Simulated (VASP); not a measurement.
# MgO in VASP: notebook

MgO is run at these levels: PBEsol; tasks: single point.

Everything below comes from runs of VASP 6.6.1. Logs are shortened: lines on timing, memory, paths and dates and some standing lists are left out, and cuts for length are marked.

### 1 The cell of the first run

Symmetry: I4mm, No. 107, tetragonal system. Conventional cell: a = 2.981 Å, b = 2.981 Å, c = 4.215 Å, α = 90.00°, β = 90.00°, γ = 90.00°. Within 2.7 Å of Mg (site symmetry 4mm) lie 6 O at 2.04 to 2.17 Å. O (site symmetry 4mm) has 6 Mg at 2.04 to 2.17 Å within 2.7 Å.

### 2 Single point, PBEsol

File INCAR:

```
SYSTEM = MgO
  PREC = Accurate
  ENCUT = 520
  EDIFF = 1E-6
  ISMEAR = 0
  SIGMA = 0.05
  LREAL = .FALSE.
  LASPH = .TRUE.
  NELM = 60
  ALGO = Normal
  ISIF = 2
  LWAVE = .FALSE.
  LCHARG = .FALSE.
  GGA = PS
  NBANDS = 11
```

File KPOINTS:

```
Automatic mesh
0
G
  10 10 10
  0 0 0
```

File POSCAR:

```
MgO
1.0
    0.0000000000      2.1075959641      2.1075959641
    2.1075959641      0.0000000000      2.1075959641
    2.1075959641      2.1075959641      0.0000000000
Mg O
1 1
Direct
    0.0063090101      0.0063090101     -0.0063090101
    0.4904156203      0.4904156203      0.5095843797
```

Potentials or basis: VASP PAW PBE potentials, release 64 (Mg, O).

The run is started by

```console
cat potpaw_PBE.64/Mg/POTCAR potpaw_PBE.64/O/POTCAR > POTCAR
mpirun -np 1 vasp_std > vasp.out
```

OUTCAR:

```text
SYSTEM = MgO
   PREC = Accurate
   ENCUT = 520
   EDIFF = 1E-6
   ISMEAR = 0
   LREAL = .FALSE.
   LASPH = .TRUE.
   NELM = 60
   ISIF = 2
   GGA = PS

 ion  position               nearest neighbor table
   1  0.006  0.006  0.994-   2 2.04   2 2.11   2 2.11   2 2.11   2 2.11   2 2.17
   2  0.490  0.490  0.510-   1 2.04   1 2.11   1 2.11   1 2.11   1 2.11   1 2.17

  LATTYP: Found a face centered cubic cell.
 ALAT       =     4.2151919282

  Lattice vectors:

 A1 = (   0.0000000000,   2.1075959641,   2.1075959641)
 A2 = (   2.1075959641,   0.0000000000,   2.1075959641)
 A3 = (   2.1075959641,   2.1075959641,   0.0000000000)

Analysis of symmetry for initial positions (statically):
=====================================================================
 Subroutine PRICEL returns:
 Original cell was already a primitive cell.

 Routine SETGRP: Setting up the symmetry group for a
 face centered cubic supercell.

 Subroutine GETGRP returns: Found  8 space group operations
 (whereof  8 operations were pure point group operations)
 out of a pool of 48 trial point group operations.

The static configuration has the point symmetry C_4v.

Analysis of symmetry for dynamics (positions and initial velocities):
=====================================================================
 Subroutine PRICEL returns:
 Original cell was already a primitive cell.

 Routine SETGRP: Setting up the symmetry group for a
 face centered cubic supercell.

 Subroutine GETGRP returns: Found  8 space group operations
 (whereof  8 operations were pure point group operations)
 out of a pool of 48 trial point group operations.

The dynamic configuration has the point symmetry C_4v.

 Subroutine INISYM returns: Found  8 space group operations
 (whereof  8 operations are pure point group operations),
 and found     1 'primitive' translations

----------------------------------------------------------------------------------------

                                     Primitive cell

  volume of cell :      18.7237

  direct lattice vectors                    reciprocal lattice vectors
     0.000000000  2.107595964  2.107595964    -0.237237122  0.237237122  0.237237122
     2.107595964  0.000000000  2.107595964     0.237237122 -0.237237122  0.237237122
     2.107595964  2.107595964  0.000000000     0.237237122  0.237237122 -0.237237122

  length of vectors
     2.980590796  2.980590796  2.980590796     0.410906748  0.410906748  0.410906748

  position of ions in fractional coordinates (direct lattice)
     0.006309010  0.006309010  0.993690990
[... 88 lines left out ...]
   PSTRESS=    0.0 pullay stress
   NELECT =       8.0000    total number of electrons
   NUPDOWN=      -1.0000    fix difference up-down
   EMIN   =  10.00;   EMAX   =-10.00  energy-range for DOS
   EFERMI =   0.00;   METHOD = LEGACY
   ISMEAR =     0;   SIGMA  =   0.05  broadening in eV -4-tet -1-fermi 0-gaus
   EFERMI_NEDOS =   21; number of points for ismear=-14 and -15
   IALGO  =     38    algorithm
   IMIX   =      4    mixing-type and parameters
     AMIX     =   0.40;   BMIX     =  1.00
     AMIX_MAG =   1.60;   BMIX_MAG =  1.00
  volume/ion in A,a.u.               =       9.36        63.18
  Fermi-wavevector in a.u.,A,eV,Ry     =   1.233031  2.330091 20.685841  1.520366
  Thomas-Fermi vector in A             =   2.367778
   LORBIT       =      0    0 simple, 1 ext, 2 COOP (PROOUT), +10 PAW based schemes
   GGA     = PS    functional components
   LHFCALC =     F    Hartree Fock is set to
   AEXX    =    0.0000 exact exchange contribution
   IVDW    =     0    specifies the selected vdW correction
   LEPSILON=     F    determine dielectric tensor
   LRPA    =     F    only Hartree local field effects (RPA)
 non-spin polarized calculation
 Gauss-broadening in eV      SIGMA  =   0.05
  energy-cutoff  :      520.00
  volume of cell :       18.72
 maximum number of plane-waves:       531
 NGX is ok and might be reduce to    24
   NGX = 11   NGY = 11   NGZ = 11

 number of electron       7.9999997 magnetization

 Free energy of the ion-electron system (eV)
  ---------------------------------------------------
  ext. energy  EPLUGINS =         0.00000000
  ---------------------------------------------------
  free energy    TOTEN  =       -12.50017271 eV

  energy without entropy =      -12.50017271  energy(sigma->0) =      -12.50017271

 E-fermi :   3.2798     XC(G=0): -11.2979

 val. band max:        3.0463768387   @ k =   0.0000   0.0000   0.0000
 cond. band min:       7.6578969209   @ k =   0.0000   0.0000   0.0000
 fundamental gap:      4.6115200823
 Fermi energy:         3.2797609382

 k-point     1 :       0.0000    0.0000    0.0000
  band No.  band energies     occupation
      1     -14.1459      2.00000
      2       3.0401      2.00000
      3       3.0464      2.00000
      4       3.0464      2.00000
      5       7.6579      0.00000
      6      18.6777      0.00000
      7      18.6877      0.00000
      8      18.6877      0.00000
      9      22.4966      0.00000
     10      24.3909      0.00000
     11      24.4032      0.00000
[... 309 lines left out ...]
 k-point    24 :       0.0000   -0.1000    0.1000
  band No.  band energies     occupation
      1     -13.8694      2.00000
      2       1.6547      2.00000
      3       2.7089      2.00000
      4       2.9262      2.00000
      5       9.0923      0.00000
      6      16.3336      0.00000
      7      19.0874      0.00000
      8      19.3544      0.00000
      9      22.3472      0.00000
     10      23.7687      0.00000
     11      25.7061      0.00000

 [... further k-points ...]

------------------------ aborting loop because EDIFF is reached ----------------------------------------

  FORCE on cell =-STRESS in cart. coord.  units (eV):
  Direction    XX          YY          ZZ          XY          YZ          ZX
  --------------------------------------------------------------------------------------
  -------------------------------------------------------------------------------------
  Total       -0.0858465     -0.0858465      0.1025086      0.0000000      0.0000000      0.0000000
  in kB       -7.3458319     -7.3458319      8.7716039      0.0000000      0.0000000      0.0000000
  external PRESSURE =      -1.9733533 kB  Pullay stress =       0.0000000 kB

 VOLUME and BASIS-vectors are now :
 -----------------------------------------------------------------------------
  energy-cutoff  :      520.00
  volume of cell :       18.72
      direct lattice vectors                 reciprocal lattice vectors
     0.000000000  2.107595964  2.107595964    -0.237237122  0.237237122  0.237237122
     2.107595964  0.000000000  2.107595964     0.237237122 -0.237237122  0.237237122
     2.107595964  2.107595964  0.000000000     0.237237122  0.237237122 -0.237237122

 POSITION                                       TOTAL-FORCE (eV/Angst)
 -----------------------------------------------------------------------------------
      2.10760      2.10760      0.02659         0.000000      0.000000     -0.371428
      2.10760      2.10760      2.06720         0.000000      0.000000      0.371428
 -----------------------------------------------------------------------------------
    total drift:                               -0.000000     -0.000000      0.000081

  FREE ENERGIE OF THE ION-ELECTRON SYSTEM (eV)
  ---------------------------------------------------
  free  energy   TOTEN  =       -12.5001727101 eV

  energy  without entropy=      -12.5001727101  energy(sigma->0) =      -12.50017271
```

OSZICAR:

```text
N       E                     dE             d eps       ncg     rms          rms(c)
DAV:   1     0.132977691036E+02    0.13298E+02   -0.46049E+03  2580   0.645E+02
DAV:   2    -0.133212819168E+02   -0.26619E+02   -0.25705E+02  2560   0.134E+02
DAV:   3    -0.138912435013E+02   -0.56996E+00   -0.56928E+00  2683   0.171E+01
DAV:   4    -0.138925653594E+02   -0.13219E-02   -0.13218E-02  2469   0.949E-01
DAV:   5    -0.138925694922E+02   -0.41328E-05   -0.41328E-05  2661   0.523E-02    0.668E+00
DAV:   6    -0.125365066344E+02    0.13561E+01   -0.76832E+00  2364   0.151E+01    0.219E+00
DAV:   7    -0.125139034658E+02    0.22603E-01   -0.53054E-02  2496   0.206E+00    0.130E+00
DAV:   8    -0.125005912082E+02    0.13312E-01   -0.24202E-02  2370   0.176E+00    0.229E-01
DAV:   9    -0.125002489115E+02    0.34230E-03   -0.49836E-04  2583   0.157E-01    0.135E-01
DAV:  10    -0.125001708737E+02    0.78038E-04   -0.43806E-04  2520   0.155E-01    0.604E-03
DAV:  11    -0.125001720560E+02   -0.11823E-05   -0.30942E-06  2508   0.152E-02    0.335E-03
DAV:  12    -0.125001727101E+02   -0.65409E-06   -0.67177E-07  1335   0.613E-03
   1 F= -.12500173E+02 E0= -.12500173E+02  d E =-.224587E-13
```

stdout:

```text
POSCAR found type information on POSCAR MgO
 POSCAR found :  2 types and       2 ions
 scaLAPACK will be used
 -----------------------------------------------------------------------------
|                                                                             |
|                                                                             |
|     You enforced a specific xc type in the INCAR file but a different       |
|     I HOPE YOU KNOW WHAT YOU ARE DOING!                                     |
|                                                                             |
 -----------------------------------------------------------------------------

 LDA part: xc-table for (Slater+PW92), standard interpolation
 POSCAR, INCAR and KPOINTS ok, starting setup
 FFT: planning ... GRIDC
 FFT: planning ... GRID_SOFT
 FFT: planning ... GRID
 WAVECAR not read
 entering main loop
```

Run time: 11 s. Hardware: 1 thread of AMD EPYC 9R45 (Zen 5), shared host; peak memory 0.12 GiB.

Results:

```
Free energy            : -12.5002 eV
Pressure               : -0.2 GPa
Largest force          : 0.371 eV/Å
Band gap on the k mesh : 4.61 eV, direct
```

Forces on the atoms (eV/Å):
```
Mg   0.000  0.000 -0.371
O    0.000  0.000  0.371
```

Levels at points of the mesh, in eV from the valence-band top:
| k point | band 1 | band 2 | band 3 | band 4 | band 5 | band 6 | band 7 | band 8 | band 9 |
| --- | --- | --- | --- | --- | --- | --- | --- | --- | --- |
| (0.00, 0.00, 0.00) | -17.19 | -0.01 | 0.00 | 0.00 | 4.61 | 15.63 | 15.64 | 15.64 | 19.45 |
| (0.50, 0.00, 0.00) | -15.88 | -4.67 | -0.66 | -0.66 | 7.73 | 12.46 | 16.15 | 16.17 | 20.72 |
| (0.50, 0.50, 0.00) | -15.62 | -4.13 | -1.36 | -1.36 | 8.92 | 9.82 | 12.96 | 18.82 | 18.82 |
| (0.00, 0.50, 0.50) | -15.62 | -4.13 | -1.36 | -1.36 | 8.94 | 9.83 | 12.96 | 18.80 | 18.85 |

Caveat: the PAW data sets were made with another functional, which shifts forces and pressure a little. A hybrid or GW would open this gap; PBEsol tends to underestimate it.

### 3 Single point, PBEsol

This run uses another cell than the first one, of 9.84 Å³/atom, 1.051 times its volume.

File INCAR:

```
PREC     = Accurate       # precision mode
ENCUT    = 520            # plane-wave cutoff, eV
EDIFF    = 1E-6           # SCF threshold, eV
ISMEAR   = 0              # smearing method
SIGMA    = 0.05           # smearing width, eV
LREAL    = False          # projectors in reciprocal space
LASPH    = True           # aspherical terms in the spheres
NELM     = 60             # most SCF steps
ALGO     = Normal         # electronic algorithm
ISIF     = 2              # what is computed and relaxed
LWAVE    = False          # write WAVECAR
LCHARG   = False          # write CHGCAR
GGA      = PS             # functional
NBANDS   = 11             # bands
```

File KPOINTS:

```
Automatic mesh
0
Gamma
  10 10 10
```

File POSCAR:

```
MgO
1.0
    0.0000000000      2.1427928167      2.1427928167
    2.1427928167      0.0000000000      2.1427928167
    2.1427928167      2.1427928167      0.0000000000
Mg O
1 1
Direct
    0.0063090101      0.0063090101     -0.0063090101
    0.4904156203      0.4904156203      0.5095843797
```

Potentials or basis: VASP PAW PBE potentials, release 64 (Mg, O).

The run is started by

```console
cat potpaw_PBE.64/Mg/POTCAR potpaw_PBE.64/O/POTCAR > POTCAR
mpirun -np 1 vasp_std > vasp.out
```

It took 12 s on 1 thread of AMD EPYC 9R45 (Zen 5), shared host; peak memory 0.12 GiB.

The run converged. Its results:

* Free energy: -12.4781 eV
* Pressure: -7.3 GPa
* Largest force: 0.294 eV/Å
* Band gap on the k mesh: 4.15 eV, direct

Forces in eV/Å, atoms in the order of the input:
```
Mg   0.000  0.000 -0.294
O    0.000  0.000  0.294
```

Stress tensor (GPa, compression positive):
```
-7.80  0.00  0.00
 0.00 -7.80  0.00
 0.00  0.00 -6.45
```

Levels at points of the mesh, in eV from the valence-band top:
```
           k point  band 1  band 2  band 3  band 4  band 5  band 6  band 7  band 8  band 9
(0.00, 0.00, 0.00)  -16.94   -0.01    0.00    0.00    4.15   15.35   15.36   15.36   19.05
(0.50, 0.00, 0.00)  -15.76   -4.45   -0.61   -0.60    7.43   11.91   15.65   15.67   20.00
(0.50, 0.50, 0.00)  -15.51   -3.93   -1.29   -1.29    8.87    9.30   12.44   18.08   18.08
(0.00, 0.50, 0.50)  -15.51   -3.93   -1.30   -1.29    8.88    9.31   12.44   18.07   18.11
```

Caveat: the PAW data sets were made with another functional, which shifts forces and pressure a little. PBEsol gaps usually lie below the measured ones, often by a third to a half.

### 4 Single point, PBEsol

This run uses another cell than the first one, of 8.68 Å³/atom, 0.927 times its volume.

File INCAR:

```
SYSTEM = MgO
PREC     = Accurate       ! precision mode
ENCUT    = 520            ! plane-wave cutoff, eV
EDIFF    = 1E-6           ! SCF threshold, eV
ISMEAR   = 0              ! smearing method
SIGMA    = 0.05           ! smearing width, eV
LREAL    = .False.        ! projectors in reciprocal space
LASPH    = .True.         ! aspherical terms in the spheres
NELM     = 80             ! most SCF steps
ALGO     = Normal         ! electronic algorithm
ISIF     = 2              ! what is computed and relaxed
LWAVE    = .False.        ! write WAVECAR
LCHARG   = .False.        ! write CHGCAR
GGA      = PS             ! functional
NBANDS   = 11             ! bands
```

File KPOINTS:

```
Automatic mesh
0
Gamma
  10 10 10
  0 0 0
```

File POSCAR:

```
MgO
1.0
    0.0000000000      2.0549060650      2.0549060650
    2.0549060650      0.0000000000      2.0549060650
    2.0549060650      2.0549060650      0.0000000000
Mg O
1 1
Direct
    0.0000000000      0.0000000000      0.0000000000
    0.5000000000      0.5000000000      0.5000000000
```

The run is started by

```console
cat potpaw_PBE.64/Mg/POTCAR potpaw_PBE.64/O/POTCAR > POTCAR
mpirun -np 1 vasp_std > vasp.out
```

Wall time 6.6 s (1 thread of Intel Xeon Platinum 8488C (Sapphire Rapids), shared host); peak memory 0.14 GiB.

The run converged. Its results:

```
Free energy            : -12.4594 eV
Pressure               : 13.5 GPa
Band gap on the k mesh : 5.38 eV, direct
```

Levels at points of the mesh, in eV from the valence-band top:
```tsv
k point	band 2	band 3	band 4	band 5	band 6	band 7
(0.00, 0.00, 0.00)	0.00	0.00	0.00	5.38	16.04	16.04
(0.50, 0.00, 0.00)	-5.02	-0.75	-0.75	8.22	13.35	16.94
(0.50, 0.50, 0.00)	-4.46	-1.47	-1.47	8.99	10.69	13.77
```

Caveat: the PAW data sets were made with another functional, which shifts forces and pressure a little.

(Part 1 of 2 ends here.)
